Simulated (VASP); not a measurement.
Wanted: the native input for a VASP 6.6.1 run.

```yaml
Task: single point
Functional: PBE
Potentials_or_basis: VASP PAW PBE potentials, release 64 (Al, Ga_d, As)
Cutoff: 520 eV
k_mesh: 6 × 6 × 2
Occupations: gaussian, width 0.1 eV
Spin: no spin polarisation
Dipole_correction: no
Further_INCAR_settings: ALGO = Normal; EDIFF = 1e-06; NBANDS = 31
```

The structure of AlGa2As3 lies in POSCAR:

```
AlGa2As3
1.0
    3.8843796000      0.0000000000      0.0000000000
   -1.9421898000      3.3639714100      0.0000000000
    0.0000000000      0.0000000000      9.5147479900
Al Ga As
1 2 3
Direct
    0.0000000000      0.0000000000      0.0000000000
    0.3333333300      0.6666666700      0.6666666700
    0.6666666700      0.3333333300      0.3333333300
    0.3333333300      0.6666666700      0.9166666700
    0.6666666700      0.3333333300      0.5833333300
    0.0000000000      0.0000000000      0.2500000000
```

One way to write it, as run:

INCAR

```
SYSTEM = AlGa2As3
PREC     = Accurate       ! precision mode
ENCUT    = 520            ! plane-wave cutoff, eV
EDIFF    = 1E-6           ! SCF threshold, eV
ISMEAR   = 0              ! smearing method
SIGMA    = 0.1            ! smearing width, eV
LREAL    = .False.        ! projectors in reciprocal space
LASPH    = .True.         ! aspherical terms in the spheres
NELM     = 80             ! most SCF steps
ALGO     = Normal         ! electronic algorithm
ISIF     = 2              ! what is computed and relaxed
LWAVE    = .False.        ! write WAVECAR
LCHARG   = .False.        ! write CHGCAR
GGA      = PE             ! functional
NBANDS   = 31             ! bands
```

KPOINTS

```
Automatic mesh
0
Gamma
  6 6 2
  0 0 0
```

Potentials or basis: VASP PAW PBE potentials, release 64 (Al, Ga_d, As).

Launch:

```sh
$ cat potpaw_PBE.64/Al/POTCAR potpaw_PBE.64/Ga_d/POTCAR potpaw_PBE.64/As/POTCAR > POTCAR
$ mpirun -np 1 vasp_std > vasp.out
```

Results of the run:

The pressure is 11.4 GPa, the largest force is 0.112 eV/Å and the band gap on the k mesh is 1.23 eV (least direct gap 1.41 eV).

Caveat: the cell stands under pressure.

It took 30 s on 1 thread of Intel(R) Xeon(R) 6975P-C (Granite Rapids), on a shared host, peak memory 0.26 GiB.
